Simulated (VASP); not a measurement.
# NaF (F-43m) in VASP: notebook

The runs below take NaF through single point, with PBE, r2SCAN.

Everything below comes from runs of VASP 6.6.1. Logs are shortened: lines on timing, memory, paths and dates and some standing lists are left out, and cuts for length are marked.

## Step 1: The cell of the first run

Symmetry: F-43m, No. 216, cubic system. The conventional cell has a = 5.205 Å, b = 5.205 Å, c = 5.205 Å, α = 90.00°, β = 90.00°, γ = 90.00°. Na (site symmetry -43m) has 4 F at 2.25 Å within 3.0 Å. Within 3.0 Å of F (site symmetry -43m) lie 4 Na at 2.25 Å.

## Step 2: Single point, PBE (volume changed by +3%)

Contents of INCAR:

```
ALGO     = Normal         # electronic algorithm
EDIFF    = 1E-6           # SCF threshold, eV
ENCUT    = 520            # plane-wave cutoff, eV
GGA      = PE             # functional
ISIF     = 2              # what is computed and relaxed
ISMEAR   = 0              # smearing method
LASPH    = True           # aspherical terms in the spheres
LCHARG   = False          # write CHGCAR
LREAL    = False          # projectors in reciprocal space
LWAVE    = False          # write WAVECAR
NBANDS   = 14             # bands
NELM     = 100            # most SCF steps
PREC     = Accurate       # precision mode
SIGMA    = 0.01           # smearing width, eV
```

Contents of KPOINTS:

```
k-points
0
Gamma
  8 8 8
```

Contents of POSCAR:

```
NaF
1.0
    0.0000000000      2.6026062930      2.6026062930
    2.6026062930      0.0000000000      2.6026062930
    2.6026062930      2.6026062930      0.0000000000
Na F
1 1
Direct
    0.0000000000      0.0000000000      0.0000000000
    0.2500000000      0.2500000000      0.2500000000
```

Potentials or basis: VASP PAW PBE potentials, release 64 (Na_pv, F).

On the command line:

```bash
$ cat potpaw_PBE.64/Na_pv/POTCAR potpaw_PBE.64/F/POTCAR > POTCAR
$ mpirun -np 1 vasp_std > vasp.out
```

OUTCAR:

```text
EDIFF = 1E-6
   ENCUT = 520
   GGA = PE
   ISIF = 2
   ISMEAR = 0
   LASPH = True
   LREAL = False
   NELM = 100
   PREC = Accurate

 ion  position               nearest neighbor table
   1  0.000  0.000  0.000-   2 2.25   2 2.25   2 2.25   2 2.25
   2  0.250  0.250  0.250-   1 2.25   1 2.25   1 2.25   1 2.25

  LATTYP: Found a face centered cubic cell.
 ALAT       =     5.2052125860

  Lattice vectors:

 A1 = (   0.0000000000,   2.6026062930,   2.6026062930)
 A2 = (   2.6026062930,   0.0000000000,   2.6026062930)
 A3 = (   2.6026062930,   2.6026062930,   0.0000000000)

Analysis of symmetry for initial positions (statically):
=====================================================================
 Subroutine PRICEL returns:
 Original cell was already a primitive cell.

 Routine SETGRP: Setting up the symmetry group for a
 face centered cubic supercell.

 Subroutine GETGRP returns: Found 24 space group operations
 (whereof 24 operations were pure point group operations)
 out of a pool of 48 trial point group operations.

The static configuration has the point symmetry T_d .

Analysis of symmetry for dynamics (positions and initial velocities):
=====================================================================
 Subroutine PRICEL returns:
 Original cell was already a primitive cell.

 Routine SETGRP: Setting up the symmetry group for a
 face centered cubic supercell.

 Subroutine GETGRP returns: Found 24 space group operations
 (whereof 24 operations were pure point group operations)
 out of a pool of 48 trial point group operations.

The dynamic configuration has the point symmetry T_d .

 Subroutine INISYM returns: Found 24 space group operations
 (whereof 24 operations are pure point group operations),
 and found     1 'primitive' translations

----------------------------------------------------------------------------------------

                                     Primitive cell

  volume of cell :      35.2578

  direct lattice vectors                    reciprocal lattice vectors
     0.000000000  2.602606293  2.602606293    -0.192115112  0.192115112  0.192115112
     2.602606293  0.000000000  2.602606293     0.192115112 -0.192115112  0.192115112
     2.602606293  2.602606293  0.000000000     0.192115112  0.192115112 -0.192115112

  length of vectors
     3.680641117  3.680641117  3.680641117     0.332753135  0.332753135  0.332753135

  position of ions in fractional coordinates (direct lattice)
     0.000000000  0.000000000  0.000000000
     0.250000000  0.250000000  0.250000000

[... 86 lines left out ...]
   PSTRESS=    0.0 pullay stress
   NELECT =      14.0000    total number of electrons
   NUPDOWN=      -1.0000    fix difference up-down
   EMIN   =  10.00;   EMAX   =-10.00  energy-range for DOS
   EFERMI =   0.00;   METHOD = LEGACY
   ISMEAR =     0;   SIGMA  =   0.01  broadening in eV -4-tet -1-fermi 0-gaus
   EFERMI_NEDOS =   21; number of points for ismear=-14 and -15
   IALGO  =     38    algorithm
   IMIX   =      4    mixing-type and parameters
     AMIX     =   0.40;   BMIX     =  1.00
     AMIX_MAG =   1.60;   BMIX_MAG =  1.00
  volume/ion in A,a.u.               =      17.63       118.97
  Fermi-wavevector in a.u.,A,eV,Ry     =   1.203277  2.273864 19.699551  1.447876
  Thomas-Fermi vector in A             =   2.339035
   LORBIT       =      0    0 simple, 1 ext, 2 COOP (PROOUT), +10 PAW based schemes
   GGA     = PE    functional components
   LHFCALC =     F    Hartree Fock is set to
   AEXX    =    0.0000 exact exchange contribution
   IVDW    =     0    specifies the selected vdW correction
   LEPSILON=     F    determine dielectric tensor
   LRPA    =     F    only Hartree local field effects (RPA)
 non-spin polarized calculation
 Gauss-broadening in eV      SIGMA  =   0.01
  energy-cutoff  :      520.00
  volume of cell :       35.26
 maximum number of plane-waves:       960
   NGX = 13   NGY = 13   NGZ = 13

 number of electron      14.0000016 magnetization

 Free energy of the ion-electron system (eV)
  ---------------------------------------------------
  ext. energy  EPLUGINS =         0.00000000
  ---------------------------------------------------
  free energy    TOTEN  =        -8.39427033 eV

  energy without entropy =       -8.39427033  energy(sigma->0) =       -8.39427033

 E-fermi :  -3.5532     XC(G=0):  -7.3998

 val. band max:       -3.6074740825   @ k =   0.0000   0.0000   0.0000
 cond. band min:       1.7372481604   @ k =   0.0000   0.0000   0.0000
 fundamental gap:      5.3447222429
 Fermi energy:        -3.5531716769

 k-point     1 :       0.0000    0.0000    0.0000
  band No.  band energies     occupation
      1     -22.7496      2.00000
      2     -22.7496      2.00000
      3     -22.7496      2.00000
      4     -22.2878      2.00000
      5      -3.6075      2.00000
      6      -3.6075      2.00000
      7      -3.6075      2.00000
      8       1.7372      0.00000
      9      14.8544      0.00000
     10      14.8544      0.00000
     11      14.8544      0.00000
     12      16.4075      0.00000
     13      16.4075      0.00000
     14      16.4075      0.00000
[... 377 lines left out ...]
      1     -23.1391      2.00000
      2     -22.7770      2.00000
      3     -22.7629      2.00000
      4     -21.8233      2.00000
      5      -4.2351      2.00000
      6      -3.8476      2.00000
      7      -3.6913      2.00000
      8       6.2359      0.00000
      9       7.4117      0.00000
     10      10.6065      0.00000
     11      12.3875      0.00000
     12      16.0896      0.00000
     13      16.9603      0.00000
     14      19.7594      0.00000

 [... further k-points ...]

------------------------ aborting loop because EDIFF is reached ----------------------------------------

  FORCE on cell =-STRESS in cart. coord.  units (eV):
  Direction    XX          YY          ZZ          XY          YZ          ZX
  --------------------------------------------------------------------------------------
  -------------------------------------------------------------------------------------
  Total       -0.2026275     -0.2026275     -0.2026275      0.0000000     -0.0000000      0.0000000
  in kB       -9.2077497     -9.2077497     -9.2077497      0.0000000     -0.0000000      0.0000000
  external PRESSURE =      -9.2077497 kB  Pullay stress =       0.0000000 kB

 VOLUME and BASIS-vectors are now :
 -----------------------------------------------------------------------------
  energy-cutoff  :      520.00
  volume of cell :       35.26
      direct lattice vectors                 reciprocal lattice vectors
     0.000000000  2.602606293  2.602606293    -0.192115112  0.192115112  0.192115112
     2.602606293  0.000000000  2.602606293     0.192115112 -0.192115112  0.192115112
     2.602606293  2.602606293  0.000000000     0.192115112  0.192115112 -0.192115112

 POSITION                                       TOTAL-FORCE (eV/Angst)
 -----------------------------------------------------------------------------------
      0.00000      0.00000      0.00000        -0.000000      0.000000     -0.000000
      1.30130      1.30130      1.30130         0.000000     -0.000000      0.000000
 -----------------------------------------------------------------------------------
    total drift:                               -0.000001     -0.000001     -0.000001

  FREE ENERGIE OF THE ION-ELECTRON SYSTEM (eV)
  ---------------------------------------------------
  free  energy   TOTEN  =        -8.3942703256 eV

  energy  without entropy=       -8.3942703256  energy(sigma->0) =       -8.39427033
```

stdout:

```text
POSCAR found type information on POSCAR NaF
 POSCAR found :  2 types and       2 ions
 scaLAPACK will be used
 LDA part: xc-table for (Slater+PW92), standard interpolation
 POSCAR, INCAR and KPOINTS ok, starting setup
 FFT: planning ... GRIDC
 FFT: planning ... GRID_SOFT
 FFT: planning ... GRID
 WAVECAR not read
 entering main loop
```

Wall time 32 s (1 thread of AMD EPYC 7R13, shared host); peak memory 0.12 GiB.

Results:

| Quantity | Value |
| --- | --- |
| Free energy | -8.3943 eV |
| Pressure | -0.9 GPa |
| Band gap on the k mesh | 5.34 eV, direct |

## Step 3: Single point, PBE (volume changed by +6%)

Contents of INCAR:

```
SYSTEM = NaF
ALGO = Normal ; EDIFF = 1E-6
ENCUT = 520 ; GGA = PE
ISIF = 2 ; ISMEAR = 0
LASPH = .TRUE. ; LCHARG = .TRUE.
LELF = .TRUE. ; LREAL = .FALSE.
LVHAR = .TRUE. ; LWAVE = .FALSE.
NBANDS = 14 ; NELM = 60
PREC = Accurate ; SIGMA = 0.01
```

Contents of KPOINTS:

```
k-points
0
G
  8 8 8
  0 0 0
```

Contents of POSCAR:

```
NaF
1.0
    0.0000000000      2.6276328888      2.6276328888
    2.6276328888      0.0000000000      2.6276328888
    2.6276328888      2.6276328888      0.0000000000
Na F
1 1
Direct
    0.0000000000      0.0000000000      0.0000000000
    0.2500000000      0.2500000000      0.2500000000
```

Potentials or basis: VASP PAW PBE potentials, release 64 (Na_pv, F).

On the command line:

```bash
$ cat potpaw_PBE.64/Na_pv/POTCAR potpaw_PBE.64/F/POTCAR > POTCAR
$ mpirun -np 1 vasp_std > vasp.out
```

It took 37 s on 1 thread of AMD EPYC 7R13, shared host; peak memory 0.12 GiB.

Results (log left out):

- Free energy: -8.3869 eV
- Pressure: -1.7 GPa
- Band gap on the k mesh: 5.26 eV, direct

Levels at points of the mesh, in eV from the valence-band top:
| k point | band 5 | band 6 | band 7 | band 8 | band 9 | band 10 |
| --- | --- | --- | --- | --- | --- | --- |
| (0.00, 0.00, 0.00) | 0.00 | 0.00 | 0.00 | 5.26 | 18.17 | 18.17 |
| (0.50, 0.00, 0.00) | -0.74 | -0.04 | -0.04 | 9.41 | 10.12 | 16.32 |
| (0.50, 0.50, 0.00) | -0.67 | -0.15 | -0.15 | 9.52 | 11.35 | 15.04 |

## Step 4: Single point, r2SCAN (volume changed by -6%)

Contents of POSCAR:

```
NaF
1.0
    0.0000000000      2.4795884732      2.4795884732
    2.4795884732      0.0000000000      2.4795884732
    2.4795884732      2.4795884732      0.0000000000
Na F
1 1
Direct
    0.0000000000      0.0000000000      0.0000000000
    0.2500000000      0.2500000000      0.2500000000
```

Contents of INCAR.step1:

```
SYSTEM = NaF
  PREC = Accurate
  ENCUT = 520
  ISMEAR = 0
  SIGMA = 0.01
  LREAL = .False.
  LASPH = .True.
  NELM = 80
  NBANDS = 14
  GGA = PE
  ALGO = Normal
  EDIFF = 1E-4
  LWAVE = .True.
  LCHARG = .False.
```

Contents of INCAR.step2:

```
SYSTEM = NaF
  PREC = Accurate
  ENCUT = 520
  EDIFF = 1E-6
  ISMEAR = 0
  SIGMA = 0.01
  LREAL = .False.
  LASPH = .True.
  NELM = 80
  ALGO = Normal
  ISIF = 2
  LWAVE = .False.
  LCHARG = .False.
  METAGGA = R2SCAN
  LMIXTAU = .True.
  NBANDS = 14
  ISTART = 1
```

Contents of KPOINTS:

```
Automatic mesh
0
Gamma
  8 8 8
  0 0 0
```

On the command line:

```bash
$ cat potpaw_PBE.64/Na_pv/POTCAR potpaw_PBE.64/F/POTCAR > POTCAR
$ cp INCAR.step1 INCAR
$ mpirun -np 1 vasp_std > vasp.out
$ cp INCAR.step2 INCAR
$ mpirun -np 1 vasp_std > vasp.out
```

Wall time 2.5 min (1 thread of AMD EPYC 7R13, shared host); peak memory 0.12 GiB.

It converged, with:

| Item | Value |
| --- | --- |
| Free energy | -12.3088 eV |
| Pressure | 2.4 GPa |
| Band gap on the k mesh | 6.48 eV, indirect (the least direct gap lies 1.3 meV higher) |

Levels at points of the mesh, in eV from the valence-band top:
| k point | band 3 | band 4 | band 5 | band 6 | band 7 | band 8 | band 9 | band 10 | band 11 | band 12 |
| --- | --- | --- | --- | --- | --- | --- | --- | --- | --- | --- |
| (0.00, 0.00, 0.00) | -19.19 | -19.19 | 0.00 | 0.00 | 0.00 | 6.48 | 21.15 | 21.15 | 21.15 | 22.47 |
| (0.50, 0.00, 0.00) | -19.20 | -18.71 | -0.87 | -0.03 | -0.03 | 10.87 | 12.22 | 18.54 | 18.54 | 22.01 |
| (0.50, 0.50, 0.00) | -19.22 | -18.57 | -0.81 | -0.15 | -0.15 | 10.72 | 13.09 | 18.33 | 18.79 | 18.79 |

Caveat: the PAW data sets were made with another functional, which shifts forces and pressure a little. A k mesh can miss the band edges.

## Step 5: Overview

| level | cell | gap on the mesh (eV) | pressure (GPa) |
| --- | --- | --- | --- |
| PBE | a = 3.681 Å, angles 60.0°, 2 atoms | 5.34 | -0.9 |
| PBE | a = 3.716 Å, angles 60.0°, 2 atoms | 5.26 | -1.7 |
| r2SCAN | a = 3.507 Å, angles 60.0°, 2 atoms | 6.48 | 2.4 |

Alike in all rows: task single point; potentials or basis VASP PAW PBE potentials, release 64 (Na_pv, F); no spin polarisation; k mesh 8 × 8 × 8; cutoff (eV) 520; smearing gaussian 0.01 eV.

Caveats: the PAW data sets were made with another functional, which shifts forces and pressure a little (some runs).

Absolute energies hang on the potentials; compare differences alone.
